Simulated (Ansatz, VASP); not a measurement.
**Two plane-wave programs on Al32H**

```xyz
33
Lattice="8.1000 0.0000 0.0000 0.0000 8.1000 0.0000 0.0000 0.0000 8.1000" Properties=species:S:1:pos:R:3 pbc="T T T"
Al    4.0787    0.0288   -0.0034
Al    6.0401    1.9898   -0.0026
Al    6.0608    0.0104    2.0355
Al    0.0105   -0.0055   -0.0102
Al    2.0129    2.0272   -0.0105
Al    4.0446    4.0607   -0.0102
Al    6.0772    6.0627   -0.0103
Al    2.0205    0.0293    2.0544
Al    4.0604    2.0106    2.0355
Al    6.0395    4.0533    2.0564
Al    4.0601    0.0101    4.0381
Al    6.0612    2.0110    4.0382
Al    6.0407    0.0301    6.0769
Al   -0.0789    3.9717    0.0807
Al    2.0977    6.1469    0.0764
Al    0.0031    1.9892    2.0563
Al    2.0133    4.0605    2.0197
Al    4.0793    6.0703    2.0545
Al    0.0034    0.0300    4.0181
Al    2.0210    1.9904    4.0180
Al    4.0800    4.0536    4.0179
Al    6.0407    6.0708    4.0180
Al    2.0136   -0.0055    6.0835
Al    4.0801    1.9903    6.0769
Al    6.0777    4.0627    6.0859
Al    0.0102    6.0631    2.0197
Al    0.0121    4.0623    4.0537
Al    2.0138    6.0635    4.0531
Al    0.0125    2.0276    6.0859
Al    2.1005    3.9733    5.9957
Al    4.0446    6.0634    6.0835
Al   -0.0772    6.1496    5.9958
H     1.0084    5.0582    7.0865
```

Alike in both runs: functional PBE; k mesh 2 × 2 × 2; occupations gaussian, width 0.05 eV; no spin polarisation.

Ansatz relaxed the structure, and its values are those at the end. VASP's run is a single point on that final structure, the one shown.

|  | VASP | Ansatz |
| --- | --- | --- |
| version | VASP 6.6.1 | Ansatz 0.2.0 |
| potentials or method | VASP PAW PBE potentials, release 64 (Al, H), cutoff 520 eV | scalar-relativistic, plane waves, PAW |
| valence electrons in the cell | 97 | 97 |

```tsv
	VASP	Ansatz	Ansatz less VASP
rms of the force components (eV/Å)	0.008	0.007	-0.0010
```

The k mesh is coarse, so the values compare programs but aren't converged.
